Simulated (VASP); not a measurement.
Bi, 1 atom in the cell. Symmetry: Im-3m, No. 229, cubic system. Conventional cell: a = 3.940 Å, b = 3.940 Å, c = 3.940 Å, α = 90.00°, β = 90.00°, γ = 90.00°. Within 4.5 Å of Bi (site symmetry m-3m) lie 14 Bi at 3.41 to 3.94 Å.  This cell differs from its parent crystal: volume scaled by 1.04.

```yaml
Program: VASP 6.6.1
Task: single point
Functional: LDA
Potentials_or_basis: VASP PAW LDA potentials, release 64 (Bi_d)
Cutoff: 520 eV
k_mesh: 13 × 13 × 13
Occupations: fermi-dirac, width 0.1 eV
Spin: no spin polarisation
Dipole_correction: no
Further_INCAR_settings: ALGO = Normal; EDIFF = 1e-07; NBANDS = 14
```

Potentials or basis: VASP PAW LDA potentials, release 64 (Bi_d).

Command:

```console
$ cat potpaw_LDA.64/Bi_d/POTCAR > POTCAR
$ mpirun -np 1 vasp_std > vasp.out
```

Hardware: 1 thread of Intel(R) Xeon(R) 6975P-C (Granite Rapids) (shared host).

Estimate the wall time of this run.

Wall time 12 s on 1 thread of Intel(R) Xeon(R) 6975P-C (Granite Rapids) (shared host), peak memory 0.15 GiB. Counts: scf iterations 11, k points 84.
